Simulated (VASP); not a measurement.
Input of a VASP 6.6.1 run:

File INCAR:

```
SYSTEM = B4As3N
PREC = Accurate
ENCUT = 600
EDIFF = 1E-6
ISMEAR = -1
SIGMA = 0.02
LREAL = .FALSE.
LASPH = .TRUE.
NELM = 60
ALGO = Normal
ISIF = 3
LWAVE = .FALSE.
LCHARG = .FALSE.
GGA = PE
IBRION = 2
NSW = 80
EDIFFG = -0.005
```

Contents of KPOINTS:

```
regular mesh
0
G
  8 8 8
  0 0 0
```

POSCAR

```
B4As3N
1.0
   -2.1685853461      2.1685853461      4.3371706922
    2.1685853461     -2.1685853461      4.3371706922
    2.1685853461      2.1685853461     -4.3371706922
N B As
1 4 3
Direct
    0.0000000000      0.0000000000      0.0000000000
    0.6250000000      0.6250000000      0.5000000000
    0.8750000000      0.3750000000      0.0000000000
    0.1250000000      0.1250000000      0.5000000000
    0.3750000000      0.8750000000      0.0000000000
    0.2500000000      0.7500000000      0.5000000000
    0.5000000000      0.5000000000      0.0000000000
    0.7500000000      0.2500000000      0.5000000000
```

Potentials or basis: VASP PAW PBE potentials, release 64 (N, B, As).

The run is started by

```sh
$ cat potpaw_PBE.64/N/POTCAR potpaw_PBE.64/B/POTCAR potpaw_PBE.64/As/POTCAR > POTCAR
$ mpirun -np 1 vasp_std > vasp.out
```

Estimate the relaxed volume.

11.55 Å³/atom.

Estimate the band gap on the k mesh.

1.20 eV, direct.

Estimate the space group after relaxing (to 0.05 Å).

I-42m (No. 121).

What does it give for the relaxed cell?

a = 5.506 Å, b = 5.506 Å, c = 5.506 Å, α = 131.23°, β = 131.23°, γ = 71.45°.

Step by step:
```csv
step,energy change (eV),largest force (eV/Å),pressure (GPa),volume (Å³)
1,0.0000,5.1482,43.51,81.59
2,-1.9639,0.8165,-24.22,118.85
3,-3.5500,1.8166,-9.40,101.19
4,-3.5565,1.9141,-8.05,100.27
5,-4.3959,1.1251,-4.38,95.56
6,-4.6268,0.5088,1.35,91.65
7,-4.6329,0.4095,0.19,92.28
8,-4.6333,0.4185,0.47,92.13
9,-4.6549,0.0267,0.10,92.38
10,-4.6550,0.0289,0.08,92.41
11,-4.6552,0.0023,-0.08,92.49
12,-4.6552,0.0003,-0.08,92.49
13,-4.6552,0.0027,0.05,92.42
```

A k mesh can miss the band edges. A hybrid or GW would open this gap; PBE tends to underestimate it.
